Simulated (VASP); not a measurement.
# F (P6_3/mmc) in VASP: notebook, part 2 of 2

VASP 6.6.1.

### Step 4. Single point, PBE

This run uses another cell than the first one, of 7.96 Å³/atom.

INCAR reads:

```
PREC = Accurate
ENCUT = 520
EDIFF = 1E-6
ISMEAR = -1
SIGMA = 0.05
LREAL = False
LASPH = True
NELM = 60
ALGO = Normal
ISIF = 2
LWAVE = False
LCHARG = False
GGA = PE
NBANDS = 14
```

KPOINTS reads:

```
regular mesh
0
Gamma
  18 18 10
```

POSCAR reads:

```
F
1.0
    2.5228476722      0.0000000000      0.0000000000
   -1.2614238361      2.1848501740      0.0000000000
    0.0000000000      0.0000000000      2.8874494734
F
2
Direct
    0.3333333333      0.6666666667      0.2500000000
    0.6666666667      0.3333333333      0.7500000000
```

Potentials or basis: VASP PAW PBE potentials, release 64 (F).

Launch:

```sh
$ cat potpaw_PBE.64/F/POTCAR > POTCAR
$ mpirun -np 1 vasp_std > vasp.out
```

OUTCAR:

```text
PREC = Accurate
   ENCUT = 520
   EDIFF = 1E-6
   ISMEAR = -1
   LREAL = False
   LASPH = True
   NELM = 60
   ISIF = 2
   GGA = PE

 ion  position               nearest neighbor table
   1  0.333  0.667  0.250-
   2  0.667  0.333  0.750-

  LATTYP: Found a hexagonal cell.
 ALAT       =     2.5228476722
 C/A-ratio  =     1.1445199428

  Lattice vectors:

 A1 = (   2.5228476722,   0.0000000000,   0.0000000000)
 A2 = (  -1.2614238361,   2.1848501740,   0.0000000000)
 A3 = (   0.0000000000,   0.0000000000,   2.8874494734)

Analysis of symmetry for initial positions (statically):
=====================================================================
 Subroutine PRICEL returns:
 Original cell was already a primitive cell.

 Routine SETGRP: Setting up the symmetry group for a
 hexagonal supercell.

 Subroutine GETGRP returns: Found 24 space group operations
 (whereof 12 operations were pure point group operations)
 out of a pool of 24 trial point group operations.

The static configuration has the point symmetry D_3d.
 The point group associated with its full space group is D_6h.

Analysis of symmetry for dynamics (positions and initial velocities):
=====================================================================
 Subroutine PRICEL returns:
 Original cell was already a primitive cell.

 Routine SETGRP: Setting up the symmetry group for a
 hexagonal supercell.

 Subroutine GETGRP returns: Found 24 space group operations
 (whereof 12 operations were pure point group operations)
 out of a pool of 24 trial point group operations.

The dynamic configuration has the point symmetry D_3d.
 The point group associated with its full space group is D_6h.

 Subroutine INISYM returns: Found 24 space group operations
 (whereof 12 operations are pure point group operations),
 and found     1 'primitive' translations

[... 119 lines left out ...]
   GGA     = PE    functional components
   LHFCALC =     F    Hartree Fock is set to
   AEXX    =    0.0000 exact exchange contribution
   IVDW    =     0    specifies the selected vdW correction
   LEPSILON=     F    determine dielectric tensor
   LRPA    =     F    only Hartree local field effects (RPA)
 non-spin polarized calculation
  energy-cutoff  :      520.00
  volume of cell :       15.92
 maximum number of plane-waves:       442
 NGX is ok and might be reduce to    20
   NGX =  9   NGY =  9   NGZ = 11

 number of electron      13.9999992 magnetization

 Free energy of the ion-electron system (eV)
  ---------------------------------------------------
  ext. energy  EPLUGINS =         0.00000000
  ---------------------------------------------------
  free energy    TOTEN  =        -1.57079186 eV

  energy without entropy =       -1.54610588  energy(sigma->0) =       -1.55844887

 E-fermi :  -0.5277     XC(G=0): -11.5804

 val. band max:       -0.5318406632   @ k =   0.3333   0.1667   0.0000
 cond. band min:      -0.5245945942   @ k =   0.1667   0.0000   0.1000
 fundamental gap:      0.0072460689
 Fermi energy:        -0.5277102956

 k-point     1 :       0.0000    0.0000    0.0000
  band No.  band energies     occupation
      1     -24.7193      2.00000
      2     -19.7865      2.00000
      3      -5.8433      2.00000
      4      -2.5865      2.00000
      5      -2.5865      2.00000
      6      -0.6208      1.73114
      7      -0.6208      1.73113
      8       0.3824      0.00000
      9      14.4906      0.00000
     10      19.5915      0.00000
     11      29.8093      0.00000
     12      29.8093      0.00000
     13      29.8150      0.00000
     14      33.9534      0.00000
[... 377 lines left out ...]
      1     -22.5817      2.00000
      2     -20.9704      2.00000
      3      -5.3675      2.00000
      4      -3.7394      2.00000
      5      -3.6791      2.00000
      6      -2.4583      2.00000
      7      -1.7033      2.00000
      8      -0.3976      0.13806
      9      18.1987      0.00000
     10      22.5161      0.00000
     11      23.1856      0.00000
     12      25.6413      0.00000
     13      31.9932      0.00000
     14      34.0472      0.00000

 [... further k-points ...]

------------------------ aborting loop because EDIFF is reached ----------------------------------------

  FORCE on cell =-STRESS in cart. coord.  units (eV):
  Direction    XX          YY          ZZ          XY          YZ          ZX
  --------------------------------------------------------------------------------------
  -------------------------------------------------------------------------------------
  Total        2.8079288      2.8079288      2.8173820      0.0000000      0.0000000      0.0000000
  in kB      282.6634050    282.6634050    283.6150276      0.0000000      0.0000000      0.0000000
  external PRESSURE =     282.9806125 kB  Pullay stress =       0.0000000 kB

 VOLUME and BASIS-vectors are now :
 -----------------------------------------------------------------------------
  energy-cutoff  :      520.00
  volume of cell :       15.92
      direct lattice vectors                 reciprocal lattice vectors
     2.522847672  0.000000000  0.000000000     0.396377479  0.228848644  0.000000000
    -1.261423836  2.184850174  0.000000000     0.000000000  0.457697288  0.000000000
     0.000000000  0.000000000  2.887449473     0.000000000  0.000000000  0.346326406

 POSITION                                       TOTAL-FORCE (eV/Angst)
 -----------------------------------------------------------------------------------
     -0.00000      1.45657      0.72186        -0.000000      0.000000      0.000000
      1.26142      0.72828      2.16559         0.000000      0.000000     -0.000000
 -----------------------------------------------------------------------------------
    total drift:                               -0.000000      0.000000      0.000000

  FREE ENERGIE OF THE ION-ELECTRON SYSTEM (eV)
  ---------------------------------------------------
  free  energy   TOTEN  =        -1.5707918589 eV

  energy  without entropy=       -1.5461058794  energy(sigma->0) =       -1.55844887
```

stdout:

```text
POSCAR found type information on POSCAR F
 POSCAR found :  1 types and       2 ions
 scaLAPACK will be used
 LDA part: xc-table for (Slater+PW92), standard interpolation
 POSCAR, INCAR and KPOINTS ok, starting setup
 FFT: planning ... GRIDC
 FFT: planning ... GRID_SOFT
 FFT: planning ... GRID
 WAVECAR not read
 entering main loop
```

Run time: 16 s. Hardware: 1 thread of Intel Xeon 6975P-C (Granite Rapids), shared host; peak memory 0.14 GiB.

Results:

```yaml
Free_energy: -1.5708 eV
Pressure: 28.3 GPa
Band_gap_on_the_k_mesh: zero (bands 7 and 8 overlap by 1.84 eV)
```

Stress tensor (GPa, compression positive):
```
28.27  0.00  0.00
 0.00 28.27  0.00
 0.00  0.00 28.36
```

Caveat: the cell stands under pressure.

### Step 5. Single point, PBE (7.96 Å³/atom)

This run uses another cell than the first one, of 7.96 Å³/atom.

INCAR reads:

```
SYSTEM = F
ALGO = Normal
EDIFF = 1E-6
ENCUT = 520
GGA = PE
ISIF = 2
ISMEAR = -1
LASPH = .TRUE.
LCHARG = .FALSE.
LREAL = .FALSE.
LWAVE = .FALSE.
NBANDS = 14
NELM = 60
PREC = Accurate
SIGMA = 0.05
```

KPOINTS reads:

```
k-points
0
G
  18 18 10
  0 0 0
```

POSCAR is that of step 4.

Launch:

```sh
$ cat potpaw_PBE.64/F/POTCAR > POTCAR
$ mpirun -np 1 vasp_std > vasp.out
```

It took 16 s on 1 thread of Intel Xeon 6975P-C (Granite Rapids), shared host; peak memory 0.15 GiB.

It converged, with:

```
Free energy            : -1.5708 eV
Pressure               : 28.3 GPa
Band gap on the k mesh : zero (bands 7 and 8 overlap by 1.84 eV)
```

Stress tensor (GPa, compression positive):
```
28.27  0.00  0.00
 0.00 28.27  0.00
 0.00  0.00 28.36
```

Levels at points of the mesh, in eV from the Fermi level:
```
           k point  band 5  band 6  band 7  band 8  band 9  band 10
(0.00, 0.00, 0.00)   -2.06   -0.09   -0.09    0.91   15.02    20.12
(0.50, 0.00, 0.00)   -3.13   -1.97   -1.20    0.28   18.54    22.92
(0.00, 0.00, 0.50)   -1.06   -1.06   -1.06   -1.06   18.85    18.85
(0.50, 0.00, 0.50)   -1.64   -1.64    0.12    0.12   20.42    20.42
```

Caveat: the cell stands under pressure.

### Step 6. Single point, PBE

This run uses another cell than the first one, of 9.02 Å³/atom.

INCAR reads:

```
  PREC = Accurate
  ENCUT = 520
  EDIFF = 1E-7
  ISMEAR = -1
  SIGMA = 0.05
  LREAL = False
  LASPH = True
  NELM = 60
  ALGO = Normal
  ISIF = 2
  LWAVE = False
  LCHARG = False
  GGA = PE
  NBANDS = 14
```

KPOINTS reads:

```
regular mesh
0
Gamma
  18 18 10
```

POSCAR reads:

```
F
1.0
    2.6826913640      0.0000000000      0.0000000000
   -1.3413456820      2.3232788717      0.0000000000
    0.0000000000      0.0000000000      2.8940943882
F
2
Direct
    0.3333333333      0.6666666667      0.2500000000
    0.6666666667      0.3333333333      0.7500000000
```

Potentials or basis: VASP PAW PBE potentials, release 64 (F).

Launch:

```sh
$ cat potpaw_PBE.64/F/POTCAR > POTCAR
$ mpirun -np 1 vasp_std > vasp.out
```

Wall time 16 s (1 thread of Intel Xeon 6975P-C (Granite Rapids), shared host); peak memory 0.15 GiB.

It converged, with:

```
Free energy            : -1.8332 eV
Pressure               : 11.3 GPa
Band gap on the k mesh : zero (bands 7 and 8 overlap by 1.75 eV)
```

Levels at points of the mesh, in eV from the Fermi level:
| k point | band 3 | band 4 | band 5 | band 6 | band 7 | band 8 | band 9 | band 10 | band 11 | band 12 |
| --- | --- | --- | --- | --- | --- | --- | --- | --- | --- | --- |
| (0.00, 0.00, 0.00) | -4.27 | -2.07 | -2.07 | -0.17 | -0.17 | 0.66 | 13.74 | 19.88 | 28.49 | 28.49 |
| (0.50, 0.00, 0.00) | -4.02 | -3.10 | -2.57 | -1.49 | -1.02 | 0.25 | 17.56 | 21.37 | 22.57 | 26.43 |
| (0.00, 0.00, 0.50) | -2.27 | -2.27 | -1.09 | -1.09 | -1.09 | -1.09 | 17.82 | 17.82 | 28.99 | 28.99 |
| (0.50, 0.00, 0.50) | -5.10 | -5.10 | -1.52 | -1.52 | 0.14 | 0.14 | 19.57 | 19.57 | 24.61 | 24.61 |

Caveat: the cell stands under pressure.

### Step 7. The runs side by side

| cell | gap on the mesh (eV) | pressure (GPa) |
| --- | --- | --- |
| a = 2.356, b = 2.356, c = 2.870 Å, angles 90.0, 90.0, 120.0°, 2 atoms | none | 61.1 |
| a = 2.523, b = 2.523, c = 2.887 Å, angles 90.0, 90.0, 120.0°, 2 atoms | none | 28.3 |
| a = 2.683, b = 2.683, c = 2.894 Å, angles 90.0, 90.0, 120.0°, 2 atoms | none | 11.3 |

Alike in all rows: task single point; level PBE; potentials or basis VASP PAW PBE potentials, release 64 (F); no spin polarisation; k mesh 18 × 18 × 10; cutoff (eV) 520; smearing fermi-dirac 0.05 eV.

Caveats: the cell stands under pressure.

Absolute energies hang on the potentials; compare differences alone.
